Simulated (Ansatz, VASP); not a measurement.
# Two plane-wave programs on WS2

```xyz
3
Lattice="1.5790 0.9116 6.1633 -1.5790 0.9116 6.1633 0.0000 -1.8233 6.1633" Properties=species:S:1:pos:R:3 pbc="T T T"
W     0.0000    0.0000    0.0000
S     0.0000    0.0000   13.8730
S     0.0000    0.0000   10.7427
```

Alike in both runs: task single point; functional PBEsol; k mesh 12 × 12 × 12; occupations gaussian, width 0.02 eV; no spin polarisation.

|  | VASP | Ansatz |
| --- | --- | --- |
| version | VASP 6.6.1 | Ansatz 0.2.0 |
| potentials or method | VASP PAW PBE potentials, release 64 (W_sv, S), cutoff 520 eV | scalar-relativistic, plane waves, PAW |
| valence electrons in the cell | 26 | 26 |

Ansatz gave:

```
gap on the k mesh at the Fermi level (eV)                     : 0.97
least direct gap on the mesh (eV)                             : 1.89
pressure (GPa)                                                : -0.6
traceless stress, the component that is largest in VASP (GPa) : 0.69
rms of the force components (eV/Å)                            : 0.247
```

Task: Which values does VASP return?

Result: gap on the k mesh at the Fermi level (eV): 0.99; least direct gap on the mesh (eV): 1.89; pressure (GPa): -0.5; traceless stress, the component that is largest in VASP (GPa): 0.72; rms of the force components (eV/Å): 0.247.

VASP's potentials were made for PBE, not for PBEsol. Atom by atom the forces differ by 0.010 eV/Å (rms over components).

Neither program's run includes spin-orbit coupling.
